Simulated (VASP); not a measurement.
# WC (P-6m2) in VASP: a series of runs

WC is run at these levels: PBEsol; tasks: single point.

Everything below comes from runs of VASP 6.6.1. Logs are shortened: lines on timing, memory, paths and dates and some standing lists are left out, and cuts for length are marked.

## 1. The cell of the first run

The structure is hexagonal, space group P-6m2 (No. 187). Conventional cell: a = 2.939 Å, b = 2.939 Å, c = 2.866 Å, α = 90.00°, β = 90.00°, γ = 120.00°. W (site symmetry -6m2) has 6 C at 2.22 Å and 8 W at 2.87 to 2.94 Å within 3.0 Å. Within 3.0 Å of C (site symmetry -6m2) lie 6 W at 2.22 Å and 8 C at 2.87 to 2.94 Å.

## 2. Single point, PBEsol (10.72 Å³/atom)

The input, INCAR:

```
SYSTEM = WC
  ALGO = Normal
  EDIFF = 1E-7
  ENCUT = 520
  GGA = PS
  ISIF = 2
  ISMEAR = -1
  LASPH = .TRUE.
  LCHARG = .FALSE.
  LREAL = .FALSE.
  LWAVE = .FALSE.
  NBANDS = 16
  NELM = 60
  PREC = Accurate
  SIGMA = 0.05
```

The input, KPOINTS:

```
k-points
0
G
  14 14 13
  0 0 0
```

The input, POSCAR:

```
WC
1.0
    2.9386703057      0.0000000000      0.0000000000
   -1.4693351528      2.5449631381      0.0000000000
    0.0000000000      0.0000000000      2.8662279534
W C
1 1
Direct
    0.0000000000      0.0000000000      0.0000000000
    0.6666666667      0.3333333333      0.5000000000
```

Potentials or basis: VASP PAW PBE potentials, release 64 (W_sv, C).

Started as:

```
cat potpaw_PBE.64/W_sv/POTCAR potpaw_PBE.64/C/POTCAR > POTCAR
mpirun -np 1 vasp_std > vasp.out
```

OUTCAR:

```text
SYSTEM = WC
   EDIFF = 1E-7
   ENCUT = 520
   GGA = PS
   ISIF = 2
   ISMEAR = -1
   LASPH = .TRUE.
   LREAL = .FALSE.
   NELM = 60
   PREC = Accurate

 ion  position               nearest neighbor table
   1  0.000  0.000  0.000-   2 2.22   2 2.22   2 2.22   2 2.22   2 2.22   2 2.22
   2  0.667  0.333  0.500-   1 2.22   1 2.22   1 2.22   1 2.22   1 2.22   1 2.22

  LATTYP: Found a hexagonal cell.
 ALAT       =     2.9386703057
 C/A-ratio  =     0.9753485949

  Lattice vectors:

 A1 = (   2.9386703057,   0.0000000000,   0.0000000000)
 A2 = (  -1.4693351528,   2.5449631381,   0.0000000000)
 A3 = (   0.0000000000,   0.0000000000,   2.8662279534)

Analysis of symmetry for initial positions (statically):
=====================================================================
 Subroutine PRICEL returns:
 Original cell was already a primitive cell.

 Routine SETGRP: Setting up the symmetry group for a
 hexagonal supercell.

 Subroutine GETGRP returns: Found 12 space group operations
 (whereof 12 operations were pure point group operations)
 out of a pool of 24 trial point group operations.

The static configuration has the point symmetry D_3h.

Analysis of symmetry for dynamics (positions and initial velocities):
=====================================================================
 Subroutine PRICEL returns:
 Original cell was already a primitive cell.

 Routine SETGRP: Setting up the symmetry group for a
 hexagonal supercell.

 Subroutine GETGRP returns: Found 12 space group operations
 (whereof 12 operations were pure point group operations)
 out of a pool of 24 trial point group operations.

The dynamic configuration has the point symmetry D_3h.

 Subroutine INISYM returns: Found 12 space group operations
 (whereof 12 operations are pure point group operations),
 and found     1 'primitive' translations

----------------------------------------------------------------------------------------

                                     Primitive cell

  volume of cell :      21.4360

  direct lattice vectors                    reciprocal lattice vectors
     2.938670306  0.000000000  0.000000000     0.340289960  0.196466500  0.000000000
    -1.469335153  2.544963138  0.000000000     0.000000000  0.392933000  0.000000000
     0.000000000  0.000000000  2.866227953     0.000000000  0.000000000  0.348890603

  length of vectors
     2.938670306  2.938670306  2.866227953     0.392933000  0.392933000  0.348890603

  position of ions in fractional coordinates (direct lattice)
     0.000000000  0.000000000  0.000000000
     0.666666667  0.333333333  0.500000000

  ion indices of the primitive-cell ions
   primitive index   ion index
                 1           1
                 2           2

----------------------------------------------------------------------------------------

 KPOINTS: k-points

Automatic generation of k-mesh.
 Grid dimensions read from file:
 generate k-points for:   14   14   13

 Generating k-lattice:

  Cartesian coordinates                     Fractional coordinates (reciprocal lattice)
     0.024306426  0.014033321  0.000000000     0.071428571 -0.000000000  0.000000000
     0.000000000  0.028066643  0.000000000     0.000000000  0.071428571  0.000000000
     0.000000000  0.000000000  0.026837739     0.000000000  0.000000000  0.076923077

  Length of vectors
     0.028066643  0.028066643  0.026837739

  Shift w.r.t. Gamma in fractional coordinates (k-lattice)
     0.000000000  0.000000000  0.000000000

 Subroutine IBZKPT returns following result:
 ===========================================

 Found    168 irreducible k-points:

 Following reciprocal coordinates:
            Coordinates               Weight
  0.000000  0.000000  0.000000      1.000000
  0.071429  0.000000  0.000000      6.000000
  0.142857  0.000000  0.000000      6.000000
  0.214286  0.000000  0.000000      6.000000
  0.285714  0.000000  0.000000      6.000000
  0.357143  0.000000  0.000000      6.000000
[... 16 lines left out ...]
  0.285714  0.285714  0.000000      6.000000
  0.357143  0.285714  0.000000      6.000000
 [... further k-points ...]
   k-points           NKPTS =    168   k-points in BZ     NKDIM =    168   number of bands    NBANDS=     16
   number of dos      NEDOS =    301   number of ions     NIONS =      2
   total plane-waves  NPLWV =  13824
   dimension x,y,z NGX =    24 NGY =   24 NGZ =   24
   dimension x,y,z NGXF=    48 NGYF=   48 NGZF=   48
   ions per type =               1   1
   NGX,Y,Z   is equivalent  to a cutoff of  13.58, 13.58, 13.92 a.u.
   NGXF,Y,Z  is equivalent  to a cutoff of  27.15, 27.15, 27.84 a.u.
 SYSTEM =  WC
   PREC   = accura    normal or accurate (medium, high low for compatibility)
   ISTART =      0    job   : 0-new  1-cont  2-samecut
   ICHARG =      2    charge: 1-file 2-atom 10-const
   ISPIN  =      1    spin polarized calculation?
   LNONCOLLINEAR =      F non collinear calculations
   LSORBIT =      F    spin-orbit coupling
   LASPH  =      T    aspherical Exc in radial PAW
   ENCUT  =  520.0 eV  38.22 Ry    6.18 a.u.   5.46  5.46  5.33*2*pi/ulx,y,z
   NELM   =     60;   NELMIN=  2; NELMDL= -5     # of ELM steps
   EDIFF  = 0.1E-06   stopping-criterion for ELM
   LREAL  =      F    real-space projection
   EDIFFG = 0.1E-05   stopping-criterion for IOM
   NSW    =      0    number of steps for IOM
   IBRION =     -1    ionic relax: 0-MD 1-quasi-New 2-CG
   NFREE  =      0    steps in history (QN), initial steepest desc. (CG)
   ISIF   =      2    stress and relaxation
   ISYM   =      2    0-nonsym 1-usesym 2-fastsym
   POTIM  = 0.5000    time-step for ionic-motion
   TEBEG  =    0.0;   TEEND  =   0.0 temperature during run
   PSTRESS=    0.0 pullay stress
   NELECT =      18.0000    total number of electrons
   NUPDOWN=      -1.0000    fix difference up-down
   EMIN   =  10.00;   EMAX   =-10.00  energy-range for DOS
   EFERMI =   0.00;   METHOD = LEGACY
   ISMEAR =    -1;   SIGMA  =   0.05  broadening in eV -4-tet -1-fermi 0-gaus
   EFERMI_NEDOS =   21; number of points for ismear=-14 and -15
   IALGO  =     38    algorithm
   IMIX   =      4    mixing-type and parameters
     AMIX     =   0.40;   BMIX     =  1.00
     AMIX_MAG =   1.60;   BMIX_MAG =  1.00
  volume/ion in A,a.u.               =      10.72        72.33
  Fermi-wavevector in a.u.,A,eV,Ry     =   1.544488  2.918660 32.455940  2.385444
  Thomas-Fermi vector in A             =   2.650002
   LORBIT       =      0    0 simple, 1 ext, 2 COOP (PROOUT), +10 PAW based schemes
   GGA     = PS    functional components
   LHFCALC =     F    Hartree Fock is set to
   AEXX    =    0.0000 exact exchange contribution
   IVDW    =     0    specifies the selected vdW correction
   LEPSILON=     F    determine dielectric tensor
   LRPA    =     F    only Hartree local field effects (RPA)
 non-spin polarized calculation
  energy-cutoff  :      520.00
  volume of cell :       21.44
 maximum number of plane-waves:       599
 NGX is ok and might be reduce to    24
   NGX = 11   NGY = 11   NGZ = 11

 number of electron      18.0000000 magnetization

 Free energy of the ion-electron system (eV)
  ---------------------------------------------------
  ext. energy  EPLUGINS =         0.00000000
  ---------------------------------------------------
  free energy    TOTEN  =       -23.86487904 eV

  energy without entropy =      -23.86248308  energy(sigma->0) =      -23.86368106

 E-fermi :  10.4584     XC(G=0): -13.7496

 val. band max:       10.4398623053   @ k =   0.0714   0.0714   0.3846
 cond. band min:      10.4835001588   @ k =   0.5000  -0.0000   0.3846
 fundamental gap:      0.0436378536
 Fermi energy:        10.4584379943

 k-point     1 :       0.0000    0.0000    0.0000
  band No.  band energies     occupation
      1     -63.5329      2.00000
      2     -27.5178      2.00000
      3     -27.4257      2.00000
      4     -27.4257      2.00000
      5      -3.7054      2.00000
      6       6.3265      2.00000
[... 8 lines left out ...]
     15      24.4627      0.00000
     16      26.8753      0.00000

 k-point     2 :       0.0714    0.0000    0.0000
  band No.  band energies     occupation
      1     -63.5304      2.00000
      2     -27.5130      2.00000
      3     -27.4636      2.00000
      4     -27.4344      2.00000
      5      -3.5760      2.00000
      6       6.3657      2.00000
[... 8 lines left out ...]
     15      24.2064      0.00000
     16      27.1488      0.00000

 k-point     3 :       0.1429    0.0000    0.0000
  band No.  band energies     occupation
      1     -63.5234      2.00000
      2     -27.5686      2.00000
      3     -27.4994      2.00000
      4     -27.4584      2.00000
      5      -3.2037      2.00000
      6       6.1502      2.00000
[... 8 lines left out ...]
     15      23.8951      0.00000
     16      27.9175      0.00000

 k-point     4 :       0.2143    0.0000    0.0000
  band No.  band energies     occupation
      1     -63.5134      2.00000
      2     -27.7174      2.00000
      3     -27.4930      2.00000
      4     -27.4797      2.00000
      5      -2.6345      2.00000
      6       5.4871      2.00000
[... 8 lines left out ...]
     15      23.9671      0.00000
     16      28.5013      0.00000
[... 324 lines left out ...]
 k-point    22 :       0.3571    0.2143    0.0000
  band No.  band energies     occupation
      1     -63.4789      2.00000
      2     -28.0537      2.00000
      3     -27.7711      2.00000
      4     -27.4118      2.00000
      5      -0.0046      2.00000
      6       3.8931      2.00000
[... 8 lines left out ...]
     15      24.7060      0.00000
     16      27.1791      0.00000

 k-point    23 :       0.2857    0.2857    0.0000
  band No.  band energies     occupation
      1     -63.4784      2.00000
      2     -28.0140      2.00000
      3     -27.8221      2.00000
      4     -27.4107      2.00000
      5       0.0604      2.00000
      6       3.9978      2.00000
[... 8 lines left out ...]
     15      25.3796      0.00000
     16      26.7860      0.00000

 k-point    24 :       0.3571    0.2857    0.0000
  band No.  band energies     occupation
      1     -63.4768      2.00000
      2     -27.9918      2.00000
      3     -27.8722      2.00000
      4     -27.4077      2.00000
      5       0.2340      2.00000
      6       4.0247      2.00000
[... 8 lines left out ...]
     15      25.1175      0.00000
     16      26.2420      0.00000

 [... further k-points ...]

------------------------ aborting loop because EDIFF is reached ----------------------------------------

  FORCE on cell =-STRESS in cart. coord.  units (eV):
  Direction    XX          YY          ZZ          XY          YZ          ZX
  --------------------------------------------------------------------------------------
  -------------------------------------------------------------------------------------
  Total       -1.8362706     -1.8362706     -2.0806912     -0.0000000     -0.0000000     -0.0000000
  in kB     -137.2474152   -137.2474152   -155.5160135     -0.0000000     -0.0000000     -0.0000000
  external PRESSURE =    -143.3369480 kB  Pullay stress =       0.0000000 kB

 VOLUME and BASIS-vectors are now :
 -----------------------------------------------------------------------------
  energy-cutoff  :      520.00
  volume of cell :       21.44
      direct lattice vectors                 reciprocal lattice vectors
     2.938670306  0.000000000  0.000000000     0.340289960  0.196466500  0.000000000
    -1.469335153  2.544963138  0.000000000     0.000000000  0.392933000  0.000000000
     0.000000000  0.000000000  2.866227953     0.000000000  0.000000000  0.348890603

 POSITION                                       TOTAL-FORCE (eV/Angst)
 -----------------------------------------------------------------------------------
      0.00000      0.00000      0.00000         0.000000     -0.000000      0.000000
      1.46934      0.84832      1.43311         0.000000      0.000000      0.000000
 -----------------------------------------------------------------------------------
    total drift:                               -0.000000      0.000000      0.000000

  FREE ENERGIE OF THE ION-ELECTRON SYSTEM (eV)
  ---------------------------------------------------
  free  energy   TOTEN  =       -23.8648790431 eV

  energy  without entropy=      -23.8624830830  energy(sigma->0) =      -23.86368106
```

It took 33 s on 1 thread of Intel Xeon Platinum 8259CL at 2.50GHz (Skylake/Cascade Lake), shared host; peak memory 0.18 GiB.

What came out:

- Free energy: -23.8649 eV
- Pressure: -14.3 GPa
- Band gap on the k mesh: zero (bands 9 and 10 overlap by 1.28 eV)

Levels at points of the mesh, in eV from the Fermi level:
```csv
k point,band 7,band 8,band 9,band 10,band 11,band 12
"(0.00, 0.00, 0.00)",-3.19,-3.19,0.13,3.09,3.09,5.49
"(0.50, 0.00, 0.00)",-3.45,-3.42,-0.41,2.25,4.35,4.70
```

Caveat: the cell stands under tension; the PAW data sets were made with another functional, which shifts forces and pressure a little; spin-orbit coupling is left out, which moves the levels of the heavy elements.

## 3. Single point, PBEsol (10.92 Å³/atom)

This run uses another cell than the first one, of 10.92 Å³/atom.

The input, INCAR:

```
ALGO = Normal ; EDIFF = 1E-6
ENCUT = 520 ; GGA = PS
ISIF = 2 ; ISMEAR = -1
LASPH = T ; LCHARG = F
LREAL = F ; LWAVE = F
NBANDS = 16 ; NELM = 100
PREC = Accurate ; SIGMA = 0.05
```

The input, KPOINTS:

```
k-points
0
Gamma
  14 14 13
```

The input, POSCAR:

```
WC
1.0
    2.9573884556      0.0000000000      0.0000000000
   -1.4786942278      2.5611735314      0.0000000000
    0.0000000000      0.0000000000      2.8844846746
W C
1 1
Direct
    0.0000000000      0.0000000000      0.0000000000
    0.6666666667      0.3333333333      0.5000000000
```

Potentials or basis: VASP PAW PBE potentials, release 64 (W_sv, C).

Started as:

```
cat potpaw_PBE.64/W_sv/POTCAR potpaw_PBE.64/C/POTCAR > POTCAR
mpirun -np 1 vasp_std > vasp.out
```

Wall time 31 s (1 thread of Intel Xeon Platinum 8259CL at 2.50GHz (Skylake/Cascade Lake), shared host); peak memory 0.18 GiB.

It converged, with:

* Free energy: -23.8199 eV
* Pressure: -20.7 GPa
* Band gap on the k mesh: zero (bands 9 and 10 overlap by 1.25 eV)

Stress tensor (GPa, compression positive):
```
-19.74   0.00   0.00
  0.00 -19.74   0.00
  0.00   0.00 -22.63
```

Levels at points of the mesh, in eV from the Fermi level:
```tsv
k point	band 5	band 6	band 7	band 8	band 9	band 10	band 11	band 12	band 13	band 14
(0.00, 0.00, 0.00)	-14.02	-4.03	-3.11	-3.11	0.13	3.01	3.01	5.39	5.39	6.06
(0.50, 0.00, 0.00)	-10.81	-6.78	-3.37	-3.33	-0.40	2.19	4.24	4.57	6.58	9.28
```

Caveat: the cell stands under tension; the PAW data sets were made with another functional, which shifts forces and pressure a little; spin-orbit coupling is left out, which moves the levels of the heavy elements.
